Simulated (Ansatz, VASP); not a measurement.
**Pd in VASP and in Ansatz**

Contents of POSCAR:

```
Pd
1.0
    0.0000000000      1.9465000000      1.9465000000
    1.9465000000      0.0000000000      1.9465000000
    1.9465000000      1.9465000000      0.0000000000
Pd
1
Direct
    0.0000000000      0.0000000000      0.0000000000
```

File INCAR.step1:

```
SYSTEM = Pd
ALGO = Normal
EDIFF = 1E-4
ENCUT = 600
GGA = PE
ISMEAR = 0
LASPH = .TRUE.
LCHARG = .FALSE.
LREAL = .FALSE.
LWAVE = .TRUE.
NELM = 100
PREC = Accurate
SIGMA = 0.1
```

Contents of INCAR.step2:

```
SYSTEM = Pd
ALGO = Normal
EDIFF = 1E-6
EDIFFG = -0.005
ENCUT = 600
IBRION = 2
ISIF = 3
ISMEAR = 0
ISTART = 1
LASPH = .TRUE.
LCHARG = .FALSE.
LMIXTAU = .TRUE.
LREAL = .FALSE.
LWAVE = .FALSE.
METAGGA = R2SCAN
NELM = 100
NSW = 100
PREC = Accurate
SIGMA = 0.1
```

KPOINTS

```
k-points
0
G
  18 18 18
  0 0 0
```

Input for Ansatz:

```yaml
crystal:
  lattice:
    - [0.0, 1.9465, 1.9465]
    - [1.9465, 0.0, 1.9465]
    - [1.9465, 1.9465, 0.0]
  atoms:
    - { symbol: Pd, position: [0.0, 0.0, 0.0] }
basis:
  ecutwfc: 500
kpoints:
  mp_grid: { grid: [18, 18, 18] }
hamiltonian:
  xc: r2scan
scf:
  occupations: { method: gaussian, width: 0.1 }
output:
  forces: true
  stress: true
  eigenvalues: true
  write_density: true
  write_potential: true
  elf: true
  volumetric_format: npy
relax:
  adjacent_minimum: "off"
  f_tol: 0.005
  max_steps: 80
  cell: { stress_tol: 0.05 }
```

Alike in both runs: task relaxation of cell and atoms; functional r2SCAN; k mesh 18 × 18 × 18; occupations gaussian, width 0.1 eV; no spin polarisation.

```csv
,VASP,Ansatz
version,VASP 6.6.1,Ansatz 0.2.0
potentials or method,"VASP PAW PBE potentials, release 64 (Pd), cutoff 600 eV","scalar-relativistic, plane waves, PAW"
valence electrons in the cell,10,18
```

|  | VASP | Ansatz | Ansatz less VASP |
| --- | --- | --- | --- |
| gap on the k mesh at the Fermi level, each at its own relaxed structure (eV) | none | none | - |
| relaxed volume (Å³/atom) | 14.97 | 14.91 | -0.052 |
| relaxed cell length with the largest relative difference (Å) | 2.766 | 2.763 | -0.0032 |

VASP's potentials were made for PBE, not for r2SCAN. A gap of «none» marks a metal or a gap that the smearing closes. VASP's potentials hold 10 valence electrons a cell and Ansatz's 18, so a difference there can come from the potentials and not from the codes.
